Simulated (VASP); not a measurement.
Write the native input for VASP 6.6.1 that does the following.

| Property | Result |
| --- | --- |
| Task | single point |
| Functional | SVWN5 |
| Potentials or basis | VASP PAW PBE potentials, release 64 (W_sv) |
| Cutoff | 520 eV |
| k mesh | 12 × 12 × 12 |
| Occupations | fermi-dirac, width 0.05 eV |
| Spin | no spin polarisation |
| Dipole correction | no |
| Further INCAR settings | ALGO = Fast; EDIFF = 1e-06; NBANDS = 13 |

The structure of W lies in POSCAR:

```
W
1.0
   -1.5500431812      1.5500431812      1.5500431812
    1.5500431812     -1.5500431812      1.5500431812
    1.5500431812      1.5500431812     -1.5500431812
W
1
Direct
    0.0000000000      0.0000000000      0.0000000000
```

One way to write it, as run:

INCAR

```
SYSTEM = W
PREC = Accurate ; ENCUT = 520
EDIFF = 1E-6 ; ISMEAR = -1
SIGMA = 0.05 ; LREAL = .False.
LASPH = .True. ; NELM = 100
ALGO = Fast ; ISIF = 2
LWAVE = .False. ; LCHARG = .False.
GGA = VW ; NBANDS = 13
```

KPOINTS

```
regular mesh
0
Gamma
  12 12 12
  0 0 0
```

Potentials or basis: VASP PAW PBE potentials, release 64 (W_sv).

Run with:

```console
$ cat potpaw_PBE.64/W_sv/POTCAR > POTCAR
$ mpirun -np 1 vasp_std > vasp.out
```

Results of the run:

The pressure is 12.3 GPa and the band gap on the k mesh is zero (band 7 reaches 17.63 eV, above the bottom of band 8 at 10.65 eV).

Caveat: the PAW data sets were made with another functional, which shifts forces and pressure a little; spin-orbit coupling is left out, which moves the levels of the heavy elements.

Run time: 6.9 s on 1 thread of Intel(R) Xeon(R) Platinum 8559C (Emerald Rapids), on a shared host, peak memory 0.13 GiB.
